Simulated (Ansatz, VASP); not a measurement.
Two plane-wave programs on AlCo

```
Co Al
1.0
     2.82000    0.00000    0.00000
     0.00000    2.82000    0.00000
     0.00000    0.00000    2.82000
Co Al
1 1
Direct
  0.00000 0.00000 0.00000
  0.50000 0.50000 0.50000
```

Alike in both runs: task single point; functional LDA; k mesh 6 × 6 × 6; occupations gaussian, width 0.1 eV; no spin polarisation.

```csv
,VASP,Ansatz
version,VASP 6.6.1,Ansatz 0.2.0
potentials or method,"VASP PAW LDA potentials, release 64 (Co, Al), cutoff 600 eV","scalar-relativistic, plane waves, PAW"
valence electrons in the cell,12,20
```

Ansatz gave:

| Property | Result |
| --- | --- |
| gap on the k mesh at the Fermi level (eV) | none |
| pressure (GPa) | -5.3 |

Q: Estimate VASP's values.

A: gap on the k mesh at the Fermi level (eV): none; pressure (GPa): -5.0.

Ansatz warns that its potentials were made for another functional, while VASP's fit it. LDA's correlation is that of Perdew and Zunger in VASP and of Perdew and Wang (1992) in Ansatz. A gap of «none» marks a metal or a gap that the smearing closes. VASP's potentials hold 12 valence electrons a cell and Ansatz's 20, so a difference there can come from the potentials and not from the codes.

The k mesh is coarse, so the values compare programs but aren't converged.
